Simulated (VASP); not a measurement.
# SnO (P4/nmm) in VASP: further runs

The runs below take SnO through relaxation of cell and atoms, with PBEsol.

Program: VASP 6.6.1. These are calculated values, not measurements. Logs are shortened: lines on timing, memory, paths and dates and some standing lists are left out, and cuts for length are marked.

## Step 1: The cell of the first run

Symmetry: P4/nmm, No. 129, tetragonal system. The conventional cell has a = 3.701 Å, b = 3.701 Å, c = 4.547 Å, α = 90.00°, β = 90.00°, γ = 90.00°. Sn (site symmetry 4mm) has 4 O at 2.17 Å within 2.9 Å. O (site symmetry -4m2) has 4 Sn at 2.17 Å and 4 O at 2.62 Å within 2.9 Å.

## Step 2: Relaxation of cell and atoms, PBEsol, target pressure 4 GPa, at which the enthalpy is minimised

INCAR

```
ALGO = Normal
EDIFF = 1E-7
EDIFFG = -0.008
ENCUT = 600
GGA = PS
IBRION = 2
ISIF = 3
ISMEAR = 0
LASPH = True
LCHARG = False
LREAL = False
LWAVE = False
NELM = 60
NSW = 70
PREC = Accurate
PSTRESS = 40.0
SIGMA = 0.1
```

KPOINTS

```
k-points
0
Gamma
  12 12 10
```

POSCAR

```
SnO
1.0
    3.7012814260      0.0000000000      0.0000000000
    0.0000000000      3.7012814260      0.0000000000
    0.0000000000      0.0000000000      4.5466578693
Sn O
2 2
Direct
    0.0000000000      0.5000000000      0.2475288530
    0.5000000000      0.0000000000      0.7524711470
    0.5000000000      0.5000000000      0.0000000000
    0.0000000000      0.0000000000      0.0000000000
```

Potentials or basis: VASP PAW PBE potentials, release 64 (Sn_d, O).

Command:

```
$ cat potpaw_PBE.64/Sn_d/POTCAR potpaw_PBE.64/O/POTCAR > POTCAR
$ mpirun -np 1 vasp_std > vasp.out
```

OUTCAR:

```text
EDIFF = 1E-7
   EDIFFG = -0.008
   ENCUT = 600
   GGA = PS
   IBRION = 2
   ISIF = 3
   ISMEAR = 0
   LASPH = True
   LREAL = False
   NELM = 60
   NSW = 70
   PREC = Accurate
   PSTRESS = 40.0

 ion  position               nearest neighbor table
   1  0.000  0.500  0.248-   3 2.17   4 2.17   4 2.17   3 2.17   2 3.45   2 3.45   2 3.45   2 3.45
                             2 3.48   2 3.48   2 3.48   2 3.48
   2  0.500  0.000  0.752-   3 2.17   4 2.17   3 2.17   4 2.17   1 3.45   1 3.45   1 3.45   1 3.45
                             1 3.48   1 3.48   1 3.48   1 3.48
   3  0.500  0.500  0.000-   1 2.17   2 2.17   2 2.17   1 2.17
   4  0.000  0.000  0.000-   1 2.17   2 2.17   1 2.17   2 2.17

  LATTYP: Found a simple tetragonal cell.
 ALAT       =     3.7012814260
 C/A-ratio  =     1.2284010174

  Lattice vectors:

 A1 = (   3.7012814260,   0.0000000000,   0.0000000000)
 A2 = (   0.0000000000,   3.7012814260,   0.0000000000)
 A3 = (   0.0000000000,   0.0000000000,   4.5466578693)

Analysis of symmetry for initial positions (statically):
=====================================================================
 Subroutine PRICEL returns:
 Original cell was already a primitive cell.

 Routine SETGRP: Setting up the symmetry group for a
 simple tetragonal supercell.

 Subroutine GETGRP returns: Found 16 space group operations
 (whereof  8 operations were pure point group operations)
 out of a pool of 16 trial point group operations.

The static configuration has the point symmetry D_2d.
 The point group associated with its full space group is D_4h.

Analysis of symmetry for dynamics (positions and initial velocities):
=====================================================================
 Subroutine PRICEL returns:
 Original cell was already a primitive cell.

 Routine SETGRP: Setting up the symmetry group for a
 simple tetragonal supercell.

 Subroutine GETGRP returns: Found 16 space group operations
 (whereof  8 operations were pure point group operations)
 out of a pool of 16 trial point group operations.

The dynamic configuration has the point symmetry D_2d.
 The point group associated with its full space group is D_4h.

 Subroutine INISYM returns: Found 16 space group operations
 (whereof  8 operations are pure point group operations),
 and found     1 'primitive' translations

----------------------------------------------------------------------------------------

                                     Primitive cell
[... 113 lines left out ...]
   IMIX   =      4    mixing-type and parameters
     AMIX     =   0.40;   BMIX     =  1.00
     AMIX_MAG =   1.60;   BMIX_MAG =  1.00
  volume/ion in A,a.u.               =      15.57       105.08
  Fermi-wavevector in a.u.,A,eV,Ry     =   1.412416  2.669079 27.142525  1.994919
  Thomas-Fermi vector in A             =   2.534167
   LORBIT       =      0    0 simple, 1 ext, 2 COOP (PROOUT), +10 PAW based schemes
   GGA     = PS    functional components
   LHFCALC =     F    Hartree Fock is set to
   AEXX    =    0.0000 exact exchange contribution
   IVDW    =     0    specifies the selected vdW correction
   LEPSILON=     F    determine dielectric tensor
   LRPA    =     F    only Hartree local field effects (RPA)
 conjugate gradient relaxation of ions
 non-spin polarized calculation
 Gauss-broadening in eV      SIGMA  =   0.10
  energy-cutoff  :      600.00
  volume of cell :       62.29
 maximum number of plane-waves:      2146
 NGX is ok and might be reduce to    30
   NGX = 15   NGY = 15   NGZ = 19

--------------------------------------- Ionic step        1  -------------------------------------------

 number of electron      39.9999988 magnetization

 Free energy of the ion-electron system (eV)
  ---------------------------------------------------
  ext. energy  EPLUGINS =         0.00000000
  ---------------------------------------------------
  free energy    TOTEN  =       -24.05226057 eV

  energy without entropy =      -24.04957186  energy(sigma->0) =      -24.05091622

------------------------ aborting loop because EDIFF is reached ----------------------------------------

  FORCE on cell =-STRESS in cart. coord.  units (eV):
  Direction    XX          YY          ZZ          XY          YZ          ZX
  --------------------------------------------------------------------------------------
  -------------------------------------------------------------------------------------
  Total        4.0668720      4.0668720      3.4562888      0.0000000      0.0000000      0.0000000
  in kB      104.6103353    104.6103353     88.9045765      0.0000000      0.0000000      0.0000000
  external PRESSURE =      59.3750824 kB  Pullay stress =      40.0000000 kB
[... 103 lines left out ...]
  energy  without entropy=      -24.1763797171  energy(sigma->0) =      -24.17760002

  enthalpy is  TOTEN    =       -22.5676736980 eV   P V=        1.6111466283

[... ionic steps 4 to 7 ...]

--------------------------------------- Ionic step        8  -------------------------------------------

 number of electron      40.0000002 magnetization

------------------------ aborting loop because EDIFF is reached ----------------------------------------
[... 75 lines left out ...]
--------------------------------------- Ionic step       10  -------------------------------------------

 number of electron      40.0000001 magnetization

 Free energy of the ion-electron system (eV)
  ---------------------------------------------------
  ext. energy  EPLUGINS =         0.00000000
  ---------------------------------------------------
  free energy    TOTEN  =       -24.14703423 eV

  energy without entropy =      -24.14428456  energy(sigma->0) =      -24.14565939

 E-fermi :   8.3438     XC(G=0): -11.1223

 val. band max:        8.3289427276   @ k =   0.5000   0.4167   0.1000
 cond. band min:       8.4145662470   @ k =   0.0833   0.0833   0.1000
 fundamental gap:      0.0856235194
 Fermi energy:         8.3437608307

 k-point     1 :       0.0000    0.0000    0.0000
  band No.  band energies     occupation
      1     -13.7440      2.00000
      2     -13.2686      2.00000
      3     -13.2686      2.00000
      4     -13.2308      2.00000
      5     -13.2107      2.00000
      6     -13.2016      2.00000
[... 637 lines left out ...]
     23      12.9764      0.00000
     24      13.2393      0.00000

 [... further k-points ...]

------------------------ aborting loop because EDIFF is reached ----------------------------------------

  FORCE on cell =-STRESS in cart. coord.  units (eV):
  Direction    XX          YY          ZZ          XY          YZ          ZX
  --------------------------------------------------------------------------------------
  -------------------------------------------------------------------------------------
  Total        1.5838123      1.5838123      1.5911211      0.0000000      0.0000000      0.0000000
  in kB       40.4015389     40.4015389     40.5879795      0.0000000      0.0000000      0.0000000
  external PRESSURE =       0.4636858 kB  Pullay stress =      40.0000000 kB
[... 23 lines left out ...]
  energy  without entropy=      -24.1442845598  energy(sigma->0) =      -24.14565939

  enthalpy is  TOTEN    =       -22.5789630109 eV   P V=        1.5680712190

 reached required accuracy - stopping structural energy minimisation
```

OSZICAR:

```text
N       E                     dE             d eps       ncg     rms          rms(c)
DAV:   1     0.420831538645E+03    0.42083E+03   -0.22542E+04  8120   0.289E+03
DAV:   2     0.297001895821E+02   -0.39113E+03   -0.38476E+03  8608   0.619E+02
[... 105 lines left out ...]
DAV:   1    -0.241477260411E+02   -0.13355E-02   -0.62432E-02  8976   0.202E+00    0.185E-01
DAV:   2    -0.241473239398E+02    0.40210E-03   -0.21858E-03 12496   0.679E-01    0.110E-01
DAV:   3    -0.241470259530E+02    0.29799E-03   -0.42602E-04 12688   0.382E-01    0.123E-02
DAV:   4    -0.241470349942E+02   -0.90411E-05   -0.12198E-04  8992   0.110E-01    0.658E-03
DAV:   5    -0.241470342335E+02    0.76071E-06   -0.61769E-06 11832   0.394E-02    0.294E-03
DAV:   6    -0.241470342299E+02    0.35761E-08   -0.72674E-07  9336   0.978E-03
  10 F= -.22578963E+02 E0= -.22577588E+02  d E =-.121831E-03
```

Run time: 13 min. Hardware: 1 thread of Intel Xeon 6975P-C (Granite Rapids), shared host; peak memory 0.38 GiB.

Results:

```yaml
Free_energy: -24.1470 eV
Relaxed_volume: 15.70 Å³/atom
Relaxed_cell: a = 3.748 Å, b = 3.748 Å, c = 4.472 Å, α = 90.00°, β = 90.00°, γ = 90.00°
Space_group_after_relaxing_to_0.1_Å: P4/nmm (No. 129)
Energy_change_on_relaxing_the_run_minimises_the_enthalpy: -23.7 meV/atom
Ionic_steps: 10
Pressure_after_relaxing: 4.0 GPa
Band_gap_on_the_k_mesh: zero (bands 20 and 21 overlap by 0.71 eV)
```

Step by step:
| step | energy change (eV) | largest force (eV/Å) | pressure (GPa) | volume (Å³) |
| --- | --- | --- | --- | --- |
| 1 | 0.0000 | 1.2172 | 9.94 | 62.29 |
| 2 | -0.0888 | 1.0866 | -3.55 | 67.63 |
| 3 | -0.1266 | 0.1255 | 3.35 | 64.53 |
| 4 | -0.1254 | 0.1458 | 3.46 | 64.49 |
| 5 | -0.1198 | 0.1179 | 3.62 | 64.10 |
| 6 | -0.0973 | 0.0314 | 4.15 | 62.93 |
| 7 | -0.0910 | 0.0094 | 4.30 | 62.67 |
| 8 | -0.0979 | 0.0962 | 3.52 | 62.95 |
| 9 | -0.0941 | 0.0348 | 3.97 | 62.79 |
| 10 | -0.0948 | 0.0015 | 4.05 | 62.81 |

Final structure:
```
CELL_PARAMETERS angstrom
3.74759 0.00000 0.00000
0.00000 3.74759 0.00000
0.00000 0.00000 4.47211
ATOMIC_POSITIONS crystal
Sn 0.00000 0.50000 0.26004
Sn 0.50000 0.00000 0.73996
O 0.50000 0.50000 0.00000
O 0.00000 0.00000 0.00000
```

Levels at points of the mesh, in eV from the Fermi level:
```tsv
k point	band 17	band 18	band 19	band 20	band 21	band 22	band 23	band 24
(0.00, 0.00, 0.00)	-3.65	-3.26	-3.26	0.10	2.63	4.24	4.24	5.46
(0.50, 0.00, 0.00)	-5.06	-5.06	-3.09	-3.09	3.70	3.70	5.79	5.79
(0.50, 0.50, 0.00)	-2.58	-2.58	-1.96	-1.96	-0.60	-0.60	4.53	4.53
(0.00, 0.00, 0.50)	-3.28	-3.28	-2.34	-2.30	1.77	2.29	2.29	3.39
(0.50, 0.00, 0.50)	-4.98	-4.98	-1.82	-1.82	3.08	3.08	5.06	5.06
(0.50, 0.50, 0.50)	-3.21	-3.21	-2.58	-2.58	2.10	2.10	4.86	4.86
```

Caveat: the cell is relaxed towards a set pressure, so the run minimises the enthalpy, not the energy; semilocal functionals underestimate gaps, so a narrow gap can read as zero; the PAW data sets were made with another functional, which shifts forces and pressure a little; spin-orbit coupling is left out, which moves the levels of the heavy elements.

## Step 3: Relaxation of cell and atoms, PBEsol, target pressure 1 GPa, at which the enthalpy is minimised

This run uses another cell than the first one, of 17.04 Å³/atom.

INCAR

```
  ALGO = Normal
  EDIFF = 1E-6
  EDIFFG = -0.008
  ENCUT = 600
  GGA = PS
  IBRION = 2
  ISIF = 3
  ISMEAR = 0
  LASPH = True
  LCHARG = False
  LREAL = False
  LWAVE = False
  NELM = 100
  NSW = 70
  PREC = Accurate
  PSTRESS = 10.0
  SIGMA = 0.1
```

KPOINTS is that of step 2.

POSCAR

```
SnO
1.0
    3.7928747240      0.0000000000      0.0000000000
    0.0000000000      3.7928747240      0.0000000000
    0.0000000000      0.0000000000      4.7379179568
Sn O
2 2
Direct
    0.0000000000      0.5000000000      0.2423994233
    0.5000000000      0.0000000000      0.7576005767
    0.5000000000      0.5000000000      0.0000000000
    0.0000000000      0.0000000000      0.0000000000
```

Potentials or basis: VASP PAW PBE potentials, release 64 (Sn_d, O).

Command:

```
$ cat potpaw_PBE.64/Sn_d/POTCAR potpaw_PBE.64/O/POTCAR > POTCAR
$ mpirun -np 1 vasp_std > vasp.out
```

Run time: 38 min. Hardware: 1 thread of Intel Xeon Platinum 8375C at 2.90GHz (Ice Lake), shared host; peak memory 0.42 GiB.

The run converged. Its results:

| Item | Value |
| --- | --- |
| Free energy | -24.2131 eV |
| Relaxed volume | 16.66 Å³/atom |
| Relaxed cell | a = 3.791 Å, b = 3.791 Å, c = 4.637 Å, α = 90.00°, β = 90.00°, γ = 90.00° |
| Space group after relaxing (to 0.1 Å) | P4/nmm (No. 129) |
| Energy change on relaxing (the run minimises the enthalpy) | +0.6 meV/atom |
| Ionic steps | 12 |
| Pressure after relaxing | 1.0 GPa |
| Largest force after relaxing | 0.005 eV/Å |
| Band gap on the k mesh | zero (bands 20 and 21 overlap by 0.32 eV) |

Forces in eV/Å, atoms in the order of the input:
```
Sn   0.000  0.000 -0.005
Sn   0.000  0.000  0.005
O    0.000  0.000  0.000
O    0.000  0.000  0.000
```

The path:
```tsv
step	energy change (eV)	largest force (eV/Å)	pressure (GPa)	volume (Å³)
1	0.0000	0.2221	1.17	68.16
2	-0.0031	0.0123	0.21	68.34
3	-0.0030	0.0277	0.36	68.31
4	-0.0019	0.0128	0.63	67.76
5	0.0029	0.0113	1.22	66.80
6	0.0019	0.0081	1.15	66.94
7	0.0018	0.0257	1.00	66.81
8	0.0021	0.0374	0.88	66.72
9	0.0023	0.0421	0.87	66.69
10	0.0039	0.0530	1.35	66.45
11	0.0027	0.0097	1.03	66.61
12	0.0024	0.0049	1.01	66.65
```

Final structure:
```cif
data_structure
_symmetry_space_group_name_H-M 'P 1'
_symmetry_Int_Tables_number 1
_cell_length_a 3.7911
_cell_length_b 3.7911
_cell_length_c 4.6372
_cell_angle_alpha 90.000
_cell_angle_beta 90.000
_cell_angle_gamma 90.000
_cell_volume 66.65
loop_
_atom_site_label
_atom_site_type_symbol
_atom_site_fract_x
_atom_site_fract_y
_atom_site_fract_z
_atom_site_occupancy
Sn1 Sn 0.00000 0.50000 0.24944 1
Sn2 Sn 0.50000 0.00000 0.75056 1
O1 O 0.50000 0.50000 0.00000 1
O2 O 0.00000 0.00000 0.00000 1
```

Levels at points of the mesh, in eV from the Fermi level:
```
           k point  band 17  band 18  band 19  band 20  band 21  band 22  band 23  band 24
(0.00, 0.00, 0.00)    -3.56    -3.23    -3.23    -0.02     2.25     4.38     4.38     4.84
(0.50, 0.00, 0.00)    -4.97    -4.97    -2.92    -2.92     3.37     3.37     5.77     5.77
(0.50, 0.50, 0.00)    -2.56    -2.56    -1.95    -1.95    -0.32    -0.32     4.42     4.42
(0.00, 0.00, 0.50)    -3.25    -3.25    -2.81    -2.25     1.61     2.55     2.55     3.45
(0.50, 0.00, 0.50)    -4.91    -4.91    -1.80    -1.80     2.76     2.76     5.15     5.15
(0.50, 0.50, 0.50)    -2.98    -2.98    -2.56    -2.56     2.17     2.17     4.37     4.37
```

Caveat: the cell is relaxed towards a set pressure, so the run minimises the enthalpy, not the energy; semilocal functionals underestimate gaps, so a narrow gap can read as zero; the PAW data sets were made with another functional, which shifts forces and pressure a little; spin-orbit coupling is left out, which moves the levels of the heavy elements.
